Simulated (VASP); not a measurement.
# Ni (Fm-3m) in VASP: single point with PBE

Aim: the single point of Ni with PBE.

Program: VASP 6.6.1. These are calculated values, not measurements. Logs are shortened: lines on timing, memory, paths and dates and some standing lists are left out, and cuts for length are marked.

### 1 The cell of the first run

It takes space group Fm-3m (No. 225, cubic). Conventional cell: a = 3.534 Å, b = 3.534 Å, c = 3.534 Å, α = 90.00°, β = 90.00°, γ = 90.00°. Ni (site symmetry m-3m) has 12 Ni at 2.50 Å within 3.3 Å.

### 2 Single point, PBE, collinear spin, ferromagnetic start

INCAR

```
ALGO = Normal
EDIFF = 1E-6
ENCUT = 520
GGA = PE
ISIF = 2
ISMEAR = -1
ISPIN = 2
ISYM = 0
LASPH = T
LCHARG = F
LMAXMIX = 4
LORBIT = 11
LREAL = F
LWAVE = F
MAGMOM = 2 2
NBANDS = 21
NELM = 150
PREC = Accurate
SIGMA = 0.1
```

KPOINTS

```
k-points
0
Gamma
  13 8 11
```

POSCAR

```
Ni
1.0
    0.0000000000     -1.7671500000     -1.7671500000
   -3.5343000000     -1.7671500000     -1.7671500000
    0.0000000000      1.7671500000     -1.7671500000
Ni
2
Direct
    0.0000000000      0.0000000000      0.0000000000
    0.0000000000      0.5000000000      0.5000000000
```

Potentials or basis: VASP PAW PBE potentials, release 64 (Ni).

Launch:

```
cat potpaw_PBE.64/Ni/POTCAR > POTCAR
mpirun -np 1 vasp_std > vasp.out
```

OUTCAR:

```text
EDIFF = 1E-6
   ENCUT = 520
   GGA = PE
   ISIF = 2
   ISMEAR = -1
   ISPIN = 2
   ISYM = 0
   LASPH = T
   LORBIT = 11
   LREAL = F
   NELM = 150
   PREC = Accurate

 ion  position               nearest neighbor table
   1  0.000  0.000  0.000-   2 2.50   2 2.50   2 2.50   2 2.50   2 2.50   2 2.50   2 2.50   2 2.50

   2  0.000  0.500  0.500-   1 2.50   1 2.50   1 2.50   1 2.50   1 2.50   1 2.50   1 2.50   1 2.50

IMPORTANT INFORMATION: All symmetrisations will be switched off!
NOSYMM: (Re-)initialisation of all symmetry stuff for point group C_1.

----------------------------------------------------------------------------------------

                                     Primitive cell

  volume of cell :      22.0740

  direct lattice vectors                    reciprocal lattice vectors
     0.000000000 -1.767150000 -1.767150000     0.282941459 -0.282941459 -0.282941459
    -3.534300000 -1.767150000 -1.767150000    -0.282941459  0.000000000  0.000000000
     0.000000000  1.767150000 -1.767150000     0.000000000  0.282941459 -0.282941459

  length of vectors
     2.499127497  4.328615799  2.499127497     0.490068983  0.282941459  0.400139649

  position of ions in fractional coordinates (direct lattice)
     0.000000000  0.000000000  0.000000000
     0.000000000  0.500000000  0.500000000

  ion indices of the primitive-cell ions
   primitive index   ion index
                 1           1
                 2           2

----------------------------------------------------------------------------------------

 KPOINTS: k-points

Automatic generation of k-mesh.
 Grid dimensions read from file:
 generate k-points for:   13    8   11

 Generating k-lattice:

  Cartesian coordinates                     Fractional coordinates (reciprocal lattice)
     0.021764728 -0.021764728 -0.021764728     0.076923077  0.000000000  0.000000000
    -0.035367682  0.000000000  0.000000000     0.000000000  0.125000000  0.000000000
     0.000000000  0.025721951 -0.025721951     0.000000000  0.000000000  0.090909091

  Length of vectors
     0.037697614  0.035367682  0.036376332

  Shift w.r.t. Gamma in fractional coordinates (k-lattice)
     0.000000000  0.000000000  0.000000000

 -----------------------------------------------------------------------------
|                                                                             |
|           W    W    AA    RRRRR   N    N  II  N    N   GGGG   !!!           |
|           W    W   A  A   R    R  NN   N  II  NN   N  G    G  !!!           |
|           W    W  A    A  R    R  N N  N  II  N N  N  G       !!!           |
|           W WW W  AAAAAA  RRRRR   N  N N  II  N  N N  G  GGG   !            |
|           WW  WW  A    A  R   R   N   NN  II  N   NN  G    G                |
|           W    W  A    A  R    R  N    N  II  N    N   GGGG   !!!           |
|                                                                             |
|     Your reciprocal lattice and k-lattice belong to different lattice       |
|     classes:                                                                |
|                                                                             |
|        The reciprocal lattice is simple tetragonal,                         |
|        whereas your k-lattice is simple monoclinic.                         |
|                                                                             |
|     Results are often still useful ...                                      |
|                                                                             |
 -----------------------------------------------------------------------------

 WARNING: IBZKPT: internal override: KBLOWUP is changed to .FALSE.
      ... skipping the blow-up phase ...

 Subroutine IBZKPT returns following result:
 ===========================================

 Found    573 irreducible k-points:

 Following reciprocal coordinates:
            Coordinates               Weight
  0.000000  0.000000  0.000000      1.000000
  0.076923  0.000000  0.000000      2.000000
  0.153846  0.000000  0.000000      2.000000
  0.230769  0.000000  0.000000      2.000000
  0.307692  0.000000  0.000000      2.000000
  0.384615  0.000000  0.000000      2.000000
[... 16 lines left out ...]
  0.153846  0.250000  0.000000      2.000000
  0.230769  0.250000  0.000000      2.000000
 [... further k-points ...]
   k-points           NKPTS =    573   k-points in BZ     NKDIM =    573   number of bands    NBANDS=     21
   number of dos      NEDOS =    301   number of ions     NIONS =      2
   total plane-waves  NPLWV =  12800
   dimension x,y,z NGX =    20 NGY =   32 NGZ =   20
   dimension x,y,z NGXF=    40 NGYF=   64 NGZF=   40
   ions per type =               2
   NGX,Y,Z   is equivalent  to a cutoff of  13.30, 12.29, 13.30 a.u.
   NGXF,Y,Z  is equivalent  to a cutoff of  26.61, 24.58, 26.61 a.u.
 SYSTEM =  unknown system
   PREC   = accura    normal or accurate (medium, high low for compatibility)
   ISTART =      0    job   : 0-new  1-cont  2-samecut
   ICHARG =      2    charge: 1-file 2-atom 10-const
   ISPIN  =      2    spin polarized calculation?
   LNONCOLLINEAR =      F non collinear calculations
   LSORBIT =      F    spin-orbit coupling
   LASPH  =      T    aspherical Exc in radial PAW
   ENCUT  =  520.0 eV  38.22 Ry    6.18 a.u.   4.65  8.05  4.65*2*pi/ulx,y,z
   NELM   =    150;   NELMIN=  2; NELMDL= -5     # of ELM steps
   EDIFF  = 0.1E-05   stopping-criterion for ELM
   LREAL  =      F    real-space projection
   EDIFFG = 0.1E-04   stopping-criterion for IOM
   NSW    =      0    number of steps for IOM
   IBRION =     -1    ionic relax: 0-MD 1-quasi-New 2-CG
   NFREE  =      0    steps in history (QN), initial steepest desc. (CG)
   ISIF   =      2    stress and relaxation
   ISYM   =      0    0-nonsym 1-usesym 2-fastsym
   POTIM  = 0.5000    time-step for ionic-motion
   TEBEG  =    0.0;   TEEND  =   0.0 temperature during run
   PSTRESS=    0.0 pullay stress
   NELECT =      20.0000    total number of electrons
   NUPDOWN=      -1.0000    fix difference up-down
   EMIN   =  10.00;   EMAX   =-10.00  energy-range for DOS
   EFERMI =   0.00;   METHOD = LEGACY
   ISMEAR =    -1;   SIGMA  =   0.10  broadening in eV -4-tet -1-fermi 0-gaus
   EFERMI_NEDOS =   21; number of points for ismear=-14 and -15
   IALGO  =     38    algorithm
   IMIX   =      4    mixing-type and parameters
     AMIX     =   0.40;   BMIX     =  1.00
     AMIX_MAG =   1.60;   BMIX_MAG =  1.00
  volume/ion in A,a.u.               =      11.04        74.48
  Fermi-wavevector in a.u.,A,eV,Ry     =   1.584132  2.993576 34.143477  2.509475
  Thomas-Fermi vector in A             =   2.683797
   LORBIT       =     11    0 simple, 1 ext, 2 COOP (PROOUT), +10 PAW based schemes
   GGA     = PE    functional components
   LHFCALC =     F    Hartree Fock is set to
   AEXX    =    0.0000 exact exchange contribution
   IVDW    =     0    specifies the selected vdW correction
   LEPSILON=     F    determine dielectric tensor
   LRPA    =     F    only Hartree local field effects (RPA)
 spin polarized calculation
  energy-cutoff  :      520.00
  volume of cell :       22.07
 maximum number of plane-waves:       613
   NGX =  9   NGY = 17   NGZ =  9

 number of electron      19.9999988 magnetization       1.2284288

 Free energy of the ion-electron system (eV)
  ---------------------------------------------------
  ext. energy  EPLUGINS =         0.00000000
  ---------------------------------------------------
  free energy    TOTEN  =       -10.99526867 eV

  energy without entropy =      -10.88629959  energy(sigma->0) =      -10.94078413

 E-fermi :   9.1614     XC(G=0): -13.1713

 val. band max:        9.1611611011   @ k =   0.3846  -0.3750   0.2727
 cond. band min:       9.1622004063   @ k =  -0.2308  -0.3750   0.3636
 fundamental gap:      0.0010393052
 Fermi energy:         9.1614248124

 spin component 1

 k-point     1 :       0.0000    0.0000    0.0000
  band No.  band energies     occupation
      1       0.2630      1.00000
      2       4.6118      1.00000
      3       5.0675      1.00000
      4       6.7918      1.00000
      5       6.7920      1.00000
      6       6.7932      1.00000
[... 13 lines left out ...]
     20      36.5222      0.00000
     21      36.5225      0.00000

 k-point     2 :       0.0769    0.0000    0.0000
  band No.  band energies     occupation
      1       0.4916      1.00000
      2       4.6964      1.00000
      3       5.1401      1.00000
      4       6.7349      1.00000
      5       6.8412      1.00000
      6       6.8428      1.00000
[... 520 lines left out ...]
 k-point    24 :       0.2308    0.2500    0.0000
  band No.  band energies     occupation
      1       1.5929      1.00000
      2       5.2047      1.00000
      3       5.4762      1.00000
      4       6.4731      1.00000
      5       7.0191      1.00000
      6       7.0572      1.00000
[... 13 lines left out ...]
     20      37.9223      0.00000
     21      38.1954      0.00000

 [... further k-points ...]

 spin component 2

 k-point     1 :       0.0000    0.0000    0.0000
  band No.  band energies     occupation
      1       0.2298      1.00000
      2       4.9603      1.00000
      3       5.6622      1.00000
      4       7.5189      1.00000
      5       7.5199      1.00000
      6       7.5209      1.00000
[... 13 lines left out ...]
     20      36.5102      0.00000
     21      36.5108      0.00000

 k-point     2 :       0.0769    0.0000    0.0000
  band No.  band energies     occupation
      1       0.4586      1.00000
      2       5.0420      1.00000
      3       5.7352      1.00000
      4       7.4550      1.00000
      5       7.5700      1.00000
      6       7.5721      1.00000
[... 520 lines left out ...]
 k-point    24 :       0.2308    0.2500    0.0000
  band No.  band energies     occupation
      1       1.5650      1.00000
      2       5.6081      1.00000
      3       6.0224      1.00000
      4       7.1615      1.00000
      5       7.7138      1.00000
      6       7.7999      1.00000
[... 13 lines left out ...]
     20      37.8871      0.00000
     21      38.1672      0.00000

 [... further k-points ...]
[... 5 lines left out ...]
  --------------------------------------------------------------------------------------
  -------------------------------------------------------------------------------------
  Total       -0.3160989     -0.3302260     -0.3302288     -0.0016317     -0.0005735     -0.0016320
  in kB      -22.9431686    -23.9685436    -23.9687465     -0.1184289     -0.0416281     -0.1184568
  external PRESSURE =     -23.6268196 kB  Pullay stress =       0.0000000 kB

 VOLUME and BASIS-vectors are now :
 -----------------------------------------------------------------------------
  energy-cutoff  :      520.00
  volume of cell :       22.07
      direct lattice vectors                 reciprocal lattice vectors
     0.000000000 -1.767150000 -1.767150000     0.282941459 -0.282941459 -0.282941459
    -3.534300000 -1.767150000 -1.767150000    -0.282941459  0.000000000  0.000000000
     0.000000000  1.767150000 -1.767150000     0.000000000  0.282941459 -0.282941459

 POSITION                                       TOTAL-FORCE (eV/Angst)
 -----------------------------------------------------------------------------------
      0.00000      0.00000      0.00000         0.000000     -0.000000      0.000000
     -1.76715      0.00000     -1.76715        -0.000000      0.000000     -0.000000
 -----------------------------------------------------------------------------------
    total drift:                                0.000000     -0.000001     -0.000000

  FREE ENERGIE OF THE ION-ELECTRON SYSTEM (eV)
  ---------------------------------------------------
  free  energy   TOTEN  =       -10.9952686681 eV

  energy  without entropy=      -10.8862995914  energy(sigma->0) =      -10.94078413

 total charge

# of ion       s       p       d       tot
------------------------------------------
    1        0.491   0.485   8.308   9.285
    2        0.491   0.485   8.308   9.285
--------------------------------------------------
tot          0.983   0.971  16.616  18.570

 magnetization (x)

# of ion       s       p       d       tot
------------------------------------------
    1       -0.006  -0.024   0.657   0.627
    2       -0.006  -0.024   0.657   0.627
--------------------------------------------------
tot         -0.013  -0.047   1.314   1.254
```

It took 3.3 min on 1 thread of Intel Xeon 6975P-C (Granite Rapids), shared host; peak memory 0.44 GiB.

What came out:

```
Free energy                                           : -10.9953 eV
Pressure                                              : -2.4 GPa
Net moment                                            : 1.23 μB per cell
Site moments                                          : Ni +0.63 μB
Valence electrons inside the program's atomic spheres : Ni 9.29
```

Levels at points of the mesh, in eV from the Fermi level:
Spin up:
```tsv
k point	band 7	band 8	band 9	band 10	band 11	band 12	band 13	band 14	band 15	band 16
(0.00, 0.00, 0.00)	-1.23	-1.23	-0.54	-0.45	-0.45	2.45	9.11	14.70	14.70	19.57
(0.00, 0.50, 0.00)	-1.55	-1.55	-1.55	-1.55	-0.89	-0.89	19.09	19.09	19.09	19.09
```
Spin down:
```
           k point  band 8  band 9  band 10  band 11  band 12  band 13
(0.00, 0.00, 0.00)   -0.64    0.08     0.38     0.38     2.41     9.35
(0.00, 0.50, 0.00)   -0.79   -0.79    -0.79    -0.29    -0.29    19.16
```
